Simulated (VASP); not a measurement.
Write the native input for VASP 6.6.1 that does the following.

| Quantity | Value |
| --- | --- |
| Task | single point |
| Functional | PBE |
| Potentials or basis | VASP PAW PBE potentials, release 64 (In_d, As) |
| Cutoff | 520 eV |
| k mesh | 13 × 13 × 13 |
| Occupations | fermi-dirac, width 0.1 eV |
| Spin | no spin polarisation |
| Dipole correction | no |
| Further INCAR settings | ALGO = Normal; EDIFF = 1e-07; NBANDS = 16 |

The structure of InAs (rocksalt type) lies in POSCAR:

```
InAs
1.0
    0.0000000000      2.3563846629      2.3563846629
    2.3563846629      0.0000000000      2.3563846629
    2.3563846629      2.3563846629      0.0000000000
In As
1 1
Direct
    0.0000000000      0.0000000000      0.0000000000
    0.5000000000      0.5000000000      0.5000000000
```

This cell differs from its parent crystal: volume scaled by 0.55.

These files were run (other wordings do the same):

INCAR

```
ALGO = Normal
EDIFF = 1E-7
ENCUT = 520
GGA = PE
ISIF = 2
ISMEAR = -1
LASPH = T
LCHARG = F
LREAL = F
LWAVE = F
NBANDS = 16
NELM = 60
PREC = Accurate
SIGMA = 0.1
```

KPOINTS

```
k-points
0
Gamma
  13 13 13
```

Potentials or basis: VASP PAW PBE potentials, release 64 (In_d, As).

Launch:

```console
$ cat potpaw_PBE.64/In_d/POTCAR potpaw_PBE.64/As/POTCAR > POTCAR
$ mpirun -np 1 vasp_std > vasp.out
```

Results of the run:

* Pressure: 152.6 GPa
* Band gap on the k mesh: zero (band 9 reaches 15.87 eV, above the bottom of band 10 at 13.14 eV)

Caveat: spin-orbit coupling is left out, which moves the levels of the heavy elements.

Wall time 22 s on 1 thread of Intel(R) Xeon(R) Platinum 8559C (Emerald Rapids) (shared host), peak memory 0.18 GiB.
